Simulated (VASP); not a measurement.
# B (R-3m) in VASP: a series of runs

B is run at these levels: LDA; tasks: single point, relaxation of cell and atoms.

Everything below comes from runs of VASP 6.6.1. Logs are shortened: lines on timing, memory, paths and dates and some standing lists are left out, and cuts for length are marked.

## Step 1: The cell of the first run

Symmetry: R-3m, No. 166, trigonal system. Conventional cell: a = 4.841 Å, b = 4.841 Å, c = 12.393 Å, α = 90.00°, β = 90.00°, γ = 120.00°. Within 2.2 Å of B (site symmetry m) lie 6 B at 1.66 to 1.78 Å. B (site symmetry m) has 7 B at 1.76 to 1.98 Å within 2.3 Å.

## Step 2: Single point, LDA

Contents of INCAR:

```
  PREC = Accurate
  ENCUT = 520
  EDIFF = 1E-6
  ISMEAR = 0
  SIGMA = 0.05
  LREAL = F
  LASPH = T
  NELM = 100
  ALGO = Normal
  ISIF = 2
  LWAVE = F
  LCHARG = T
  LELF = T
  LVHAR = T
  NBANDS = 30
```

Contents of KPOINTS:

```
Automatic mesh
0
Gamma
  8 8 8
```

Contents of POSCAR:

```
B
1.0
    2.4205986456      1.3975332796      4.1310768702
   -2.4205986456      1.3975332796      4.1310768702
    0.0000000000     -2.7950665592      4.1310768702
B
12
Direct
    0.0104577016      0.6543323488      0.0104577016
    0.0104577016      0.0104577016      0.6543323488
    0.6543323488      0.0104577016      0.0104577016
    0.9895422984      0.3456676512      0.9895422984
    0.9895422984      0.9895422984      0.3456676512
    0.3456676512      0.9895422984      0.9895422984
    0.2214732242      0.6299491612      0.2214732242
    0.2214732242      0.2214732242      0.6299491612
    0.6299491612      0.2214732242      0.2214732242
    0.7785267758      0.3700508388      0.7785267758
    0.7785267758      0.7785267758      0.3700508388
    0.3700508388      0.7785267758      0.7785267758
```

Potentials or basis: VASP PAW LDA potentials, release 64 (B).

Command:

```console
> cat potpaw_LDA.64/B/POTCAR > POTCAR
> mpirun -np 1 vasp_std > vasp.out
```

OUTCAR:

```text
PREC = Accurate
   ENCUT = 520
   EDIFF = 1E-6
   ISMEAR = 0
   LREAL = F
   LASPH = T
   NELM = 100
   ISIF = 2

 ion  position               nearest neighbor table
   1  0.010  0.654  0.010-   4 1.66   2 1.72   3 1.72   7 1.77  12 1.78  11 1.78
   2  0.010  0.010  0.654-   5 1.66   3 1.72   1 1.72   8 1.77  10 1.78  12 1.78
   3  0.654  0.010  0.010-   6 1.66   2 1.72   1 1.72   9 1.77  10 1.78  11 1.78
   4  0.990  0.346  0.990-   1 1.66   5 1.72   6 1.72  10 1.77   9 1.78   8 1.78
   5  0.990  0.990  0.346-   2 1.66   4 1.72   6 1.72  11 1.77   9 1.78   7 1.78
   6  0.346  0.990  0.990-   3 1.66   5 1.72   4 1.72  12 1.77   7 1.78   8 1.78
   7  0.221  0.630  0.221-  12 1.76  11 1.76   1 1.77   6 1.78   5 1.78   8 1.98   9 1.98
   8  0.221  0.221  0.630-  10 1.76  12 1.76   2 1.77   4 1.78   6 1.78   7 1.98   9 1.98
   9  0.630  0.221  0.221-  10 1.76  11 1.76   3 1.77   4 1.78   5 1.78   8 1.98   7 1.98
  10  0.779  0.370  0.779-   9 1.76   8 1.76   4 1.77   3 1.78   2 1.78  11 1.98  12 1.98
  11  0.779  0.779  0.370-   7 1.76   9 1.76   5 1.77   3 1.78   1 1.78  10 1.98  12 1.98
  12  0.370  0.779  0.779-   7 1.76   8 1.76   6 1.77   1 1.78   2 1.78  11 1.98  10 1.98

  LATTYP: Found a trigonal (rhomboedric) cell.
 ALAT       =     4.9878044447
 COS(alpha) =     0.5289611459

  Lattice vectors:

 A1 = (   2.4205986456,   1.3975332796,   4.1310768702)
 A2 = (  -2.4205986456,   1.3975332796,   4.1310768702)
 A3 = (   0.0000000000,  -2.7950665592,   4.1310768702)

Analysis of symmetry for initial positions (statically):
=====================================================================
 Subroutine PRICEL returns:
 Original cell was already a primitive cell.

 Routine SETGRP: Setting up the symmetry group for a
 trigonal (rhombohedral) supercell.

 Subroutine GETGRP returns: Found 12 space group operations
 (whereof 12 operations were pure point group operations)
 out of a pool of 12 trial point group operations.

The static configuration has the point symmetry D_3d.

Analysis of symmetry for dynamics (positions and initial velocities):
=====================================================================
 Subroutine PRICEL returns:
 Original cell was already a primitive cell.

 Routine SETGRP: Setting up the symmetry group for a
 trigonal (rhombohedral) supercell.

 Subroutine GETGRP returns: Found 12 space group operations
 (whereof 12 operations were pure point group operations)
 out of a pool of 12 trial point group operations.

The dynamic configuration has the point symmetry D_3d.

 Subroutine INISYM returns: Found 12 space group operations
 (whereof 12 operations are pure point group operations),
 and found     1 'primitive' translations

----------------------------------------------------------------------------------------

                                     Primitive cell

  volume of cell :      83.8493

  direct lattice vectors                    reciprocal lattice vectors
     2.420598646  1.397533280  4.131076870     0.206560473  0.119257744  0.080689211
    -2.420598646  1.397533280  4.131076870    -0.206560473  0.119257744  0.080689211
     0.000000000 -2.795066559  4.131076870     0.000000000 -0.238515489  0.080689211

  length of vectors
     4.987804445  4.987804445  4.987804445     0.251794335  0.251794335  0.251794335

  position of ions in fractional coordinates (direct lattice)
     0.010457702  0.654332349  0.010457702
     0.010457702  0.010457702  0.654332349
     0.654332349  0.010457702  0.010457702
     0.989542298  0.345667651  0.989542298
     0.989542298  0.989542298  0.345667651
     0.345667651  0.989542298  0.989542298
     0.221473224  0.629949161  0.221473224
     0.221473224  0.221473224  0.629949161
     0.629949161  0.221473224  0.221473224
     0.778526776  0.370050839  0.778526776
     0.778526776  0.778526776  0.370050839
     0.370050839  0.778526776  0.778526776

  ion indices of the primitive-cell ions
   primitive index   ion index
                 1           1
                 2           2
                 3           3
                 4           4
                 5           5
                 6           6
                 7           7
                 8           8
                 9           9
                10          10
                11          11
                12          12

----------------------------------------------------------------------------------------

 KPOINTS: Automatic mesh

Automatic generation of k-mesh.
 Grid dimensions read from file:
 generate k-points for:    8    8    8

 Generating k-lattice:

  Cartesian coordinates                     Fractional coordinates (reciprocal lattice)
     0.025820059  0.014907218  0.010086151     0.125000000  0.000000000  0.000000000
    -0.025820059  0.014907218  0.010086151     0.000000000  0.125000000  0.000000000
     0.000000000 -0.029814436  0.010086151     0.000000000  0.000000000  0.125000000

  Length of vectors
     0.031474292  0.031474292  0.031474292

  Shift w.r.t. Gamma in fractional coordinates (k-lattice)
     0.000000000  0.000000000  0.000000000

 Subroutine IBZKPT returns following result:
 ===========================================

 Found     65 irreducible k-points:

 Following reciprocal coordinates:
            Coordinates               Weight
  0.000000  0.000000  0.000000      1.000000
  0.125000 -0.000000  0.000000      6.000000
  0.250000 -0.000000  0.000000      6.000000
  0.375000  0.000000  0.000000      6.000000
  0.500000 -0.000000  0.000000      3.000000
  0.125000  0.125000  0.000000      6.000000
[... 16 lines left out ...]
  0.250000  0.125000  0.125000      6.000000
  0.375000  0.125000  0.125000      6.000000
 [... further k-points ...]
   k-points           NKPTS =     65   k-points in BZ     NKDIM =     65   number of bands    NBANDS=     30
   number of dos      NEDOS =    301   number of ions     NIONS =     12
   total plane-waves  NPLWV =  64000
   dimension x,y,z NGX =    40 NGY =   40 NGZ =   40
   dimension x,y,z NGXF=    80 NGYF=   80 NGZF=   80
   ions per type =              12
   NGX,Y,Z   is equivalent  to a cutoff of  13.33, 13.33, 13.33 a.u.
   NGXF,Y,Z  is equivalent  to a cutoff of  26.66, 26.66, 26.66 a.u.
 SYSTEM =  unknown system
   PREC   = accura    normal or accurate (medium, high low for compatibility)
   ISTART =      0    job   : 0-new  1-cont  2-samecut
   ICHARG =      2    charge: 1-file 2-atom 10-const
   ISPIN  =      1    spin polarized calculation?
   LNONCOLLINEAR =      F non collinear calculations
   LSORBIT =      F    spin-orbit coupling
   LASPH  =      T    aspherical Exc in radial PAW
   ENCUT  =  520.0 eV  38.22 Ry    6.18 a.u.   9.27  9.27  9.27*2*pi/ulx,y,z
   NELM   =    100;   NELMIN=  2; NELMDL= -5     # of ELM steps
   EDIFF  = 0.1E-05   stopping-criterion for ELM
   LREAL  =      F    real-space projection
   EDIFFG = 0.1E-04   stopping-criterion for IOM
   NSW    =      0    number of steps for IOM
   IBRION =     -1    ionic relax: 0-MD 1-quasi-New 2-CG
   NFREE  =      0    steps in history (QN), initial steepest desc. (CG)
   ISIF   =      2    stress and relaxation
   ISYM   =      2    0-nonsym 1-usesym 2-fastsym
   POTIM  = 0.5000    time-step for ionic-motion
   TEBEG  =    0.0;   TEEND  =   0.0 temperature during run
   PSTRESS=    0.0 pullay stress
   NELECT =      36.0000    total number of electrons
   NUPDOWN=      -1.0000    fix difference up-down
   EMIN   =  10.00;   EMAX   =-10.00  energy-range for DOS
   EFERMI =   0.00;   METHOD = LEGACY
   ISMEAR =     0;   SIGMA  =   0.05  broadening in eV -4-tet -1-fermi 0-gaus
   EFERMI_NEDOS =   21; number of points for ismear=-14 and -15
   IALGO  =     38    algorithm
   IMIX   =      4    mixing-type and parameters
     AMIX     =   0.40;   BMIX     =  1.00
     AMIX_MAG =   1.60;   BMIX_MAG =  1.00
  volume/ion in A,a.u.               =       6.99        47.15
  Fermi-wavevector in a.u.,A,eV,Ry     =   1.235025  2.333859 20.752795  1.525287
  Thomas-Fermi vector in A             =   2.369692
   LORBIT       =      0    0 simple, 1 ext, 2 COOP (PROOUT), +10 PAW based schemes
   GGA     = CA    functional components
   LHFCALC =     F    Hartree Fock is set to
   AEXX    =    0.0000 exact exchange contribution
   IVDW    =     0    specifies the selected vdW correction
   LEPSILON=     F    determine dielectric tensor
   LRPA    =     F    only Hartree local field effects (RPA)
 non-spin polarized calculation
 Gauss-broadening in eV      SIGMA  =   0.05
  energy-cutoff  :      520.00
  volume of cell :       83.85
 maximum number of plane-waves:      2278
 NGX is ok and might be reduce to    40
   NGX = 19   NGY = 19   NGZ = 19

 number of electron      36.0000000 magnetization

 Free energy of the ion-electron system (eV)
  ---------------------------------------------------
  ext. energy  EPLUGINS =         0.00000000
  ---------------------------------------------------
  free energy    TOTEN  =       -89.60984347 eV

  energy without entropy =      -89.60984347  energy(sigma->0) =      -89.60984347

 E-fermi :   6.6218     XC(G=0): -11.8374

 val. band max:        6.3347873696   @ k =   0.5000   0.5000   0.5000
 cond. band min:       7.7064621007   @ k =   0.0000   0.0000   0.0000
 fundamental gap:      1.3716747311
 Fermi energy:         6.6218316142

 k-point     1 :       0.0000    0.0000    0.0000
  band No.  band energies     occupation
      1     -10.0010      2.00000
      2      -4.1333      2.00000
      3      -3.8808      2.00000
      4      -3.8808      2.00000
      5      -2.9861      2.00000
      6      -2.2595      2.00000
[... 22 lines left out ...]
     29      16.2776      0.00000
     30      16.7282      0.00000

 k-point     2 :       0.1250   -0.0000    0.0000
  band No.  band energies     occupation
      1      -9.9119      2.00000
      2      -4.7172      2.00000
      3      -4.1792      2.00000
      4      -4.0444      2.00000
      5      -2.7027      2.00000
      6      -2.1222      2.00000
[... 22 lines left out ...]
     29      15.7254      0.00000
     30      16.3762      0.00000

 k-point     3 :       0.2500   -0.0000    0.0000
  band No.  band energies     occupation
      1      -9.6588      2.00000
      2      -5.8111      2.00000
      3      -4.3150      2.00000
      4      -4.2823      2.00000
      5      -3.0236      2.00000
      6      -1.9058      2.00000
[... 22 lines left out ...]
     29      15.2134      0.00000
     30      15.7618      0.00000

 k-point     4 :       0.3750    0.0000    0.0000
  band No.  band energies     occupation
      1      -9.3100      2.00000
      2      -6.7039      2.00000
      3      -4.5068      2.00000
      4      -4.3573      2.00000
      5      -3.2782      2.00000
      6      -2.0546      2.00000
[... 22 lines left out ...]
     29      14.6815      0.00000
     30      15.5615      0.00000

 k-point     5 :       0.5000   -0.0000    0.0000
  band No.  band energies     occupation
      1      -9.1042      2.00000
      2      -7.0957      2.00000
      3      -4.5734      2.00000
      4      -4.3823      2.00000
      5      -3.3667      2.00000
      6      -2.1465      2.00000
[... 22 lines left out ...]
     29      14.3661      0.00000
     30      15.7005      0.00000
[... 526 lines left out ...]
     29      15.4738      0.00000
     30      15.8989      0.00000

 k-point    22 :       0.1250    0.1250    0.1250
  band No.  band energies     occupation
      1      -9.9357      2.00000
      2      -4.6366      2.00000
      3      -3.9100      2.00000
      4      -3.9100      2.00000
      5      -3.0902      2.00000
      6      -2.2643      2.00000
[... 22 lines left out ...]
     29      15.3466      0.00000
     30      16.4116      0.00000

 k-point    23 :       0.2500    0.1250    0.1250
  band No.  band energies     occupation
      1      -9.8071      2.00000
      2      -5.0214      2.00000
      3      -4.6622      2.00000
      4      -3.9867      2.00000
      5      -2.7421      2.00000
      6      -2.1819      2.00000
[... 22 lines left out ...]
     29      15.2758      0.00000
     30      15.7967      0.00000

 k-point    24 :       0.3750    0.1250    0.1250
  band No.  band energies     occupation
      1      -9.5278      2.00000
      2      -5.9832      2.00000
      3      -4.8902      2.00000
      4      -4.2801      2.00000
      5      -2.9890      2.00000
      6      -1.7684      2.00000
[... 22 lines left out ...]
     29      15.7615      0.00000
     30      15.8473      0.00000

 [... further k-points ...]
[... 5 lines left out ...]
  --------------------------------------------------------------------------------------
  -------------------------------------------------------------------------------------
  Total        0.1618649      0.1618649      0.1763661      0.0000000     -0.0000000      0.0000000
  in kB        3.0928849      3.0928849      3.3699716      0.0000000     -0.0000000      0.0000000
  external PRESSURE =       3.1852471 kB  Pullay stress =       0.0000000 kB

 VOLUME and BASIS-vectors are now :
 -----------------------------------------------------------------------------
  energy-cutoff  :      520.00
  volume of cell :       83.85
      direct lattice vectors                 reciprocal lattice vectors
     2.420598646  1.397533280  4.131076870     0.206560473  0.119257744  0.080689211
    -2.420598646  1.397533280  4.131076870    -0.206560473  0.119257744  0.080689211
     0.000000000 -2.795066559  4.131076870     0.000000000 -0.238515489  0.080689211

 POSITION                                       TOTAL-FORCE (eV/Angst)
 -----------------------------------------------------------------------------------
     -1.55856      0.89984      2.78950         0.014487     -0.008364     -0.011378
      0.00000     -1.79967      2.78950         0.000000      0.016728     -0.011378
      1.55856      0.89984      2.78950        -0.014487     -0.008364     -0.011378
      1.55856     -0.89984      9.60373        -0.014487      0.008364      0.011378
      0.00000      1.79967      9.60373         0.000000     -0.016728      0.011378
     -1.55856     -0.89984      9.60373         0.014487      0.008364      0.011378
     -0.98876      0.57086      4.43221         0.009607     -0.005547      0.009333
      0.00000     -1.14172      4.43221         0.000000      0.011094      0.009333
      0.98876      0.57086      4.43221        -0.009607     -0.005547      0.009333
      0.98876     -0.57086      7.96102        -0.009607      0.005547     -0.009333
      0.00000      1.14172      7.96102         0.000000     -0.011094     -0.009333
     -0.98876     -0.57086      7.96102         0.009607      0.005547     -0.009333
 -----------------------------------------------------------------------------------
    total drift:                                0.000000     -0.000000      0.000000

  FREE ENERGIE OF THE ION-ELECTRON SYSTEM (eV)
  ---------------------------------------------------
  free  energy   TOTEN  =       -89.6098434660 eV

  energy  without entropy=      -89.6098434660  energy(sigma->0) =      -89.60984347
```

Run time: 74 s. Hardware: 1 thread of Intel Xeon 6975P-C (Granite Rapids), shared host; peak memory 0.24 GiB.

What came out:

| Item | Value |
| --- | --- |
| Free energy | -89.6098 eV |
| Pressure | 0.3 GPa |
| Largest force | 0.020 eV/Å |
| Band gap on the k mesh | 1.37 eV, indirect (least direct gap 1.72 eV) |

Forces on the atoms (eV/Å):
```
B    0.014 -0.008 -0.011
B    0.000  0.017 -0.011
B   -0.014 -0.008 -0.011
B   -0.014  0.008  0.011
B    0.000 -0.017  0.011
B    0.014  0.008  0.011
B    0.010 -0.006  0.009
B    0.000  0.011  0.009
B   -0.010 -0.006  0.009
B   -0.010  0.006 -0.009
B    0.000 -0.011 -0.009
B    0.010  0.006 -0.009
```

Levels at points of the mesh, in eV from the valence-band top:
| k point | band 15 | band 16 | band 17 | band 18 | band 19 | band 20 | band 21 | band 22 |
| --- | --- | --- | --- | --- | --- | --- | --- | --- |
| (0.00, 0.00, 0.00) | -1.46 | -0.79 | -0.79 | -0.36 | 1.37 | 4.67 | 4.67 | 4.78 |
| (0.50, 0.00, 0.00) | -2.78 | -1.94 | -1.75 | -0.52 | 1.95 | 3.39 | 3.65 | 5.07 |
| (0.50, 0.50, 0.00) | -3.04 | -2.57 | -2.18 | -1.88 | 1.50 | 2.70 | 2.98 | 3.59 |
| (0.50, 0.50, 0.50) | -3.09 | -1.95 | -1.95 | 0.00 | 2.61 | 2.84 | 2.84 | 5.10 |

A k mesh can miss the band edges.

(Continued in part 2 of 2.)
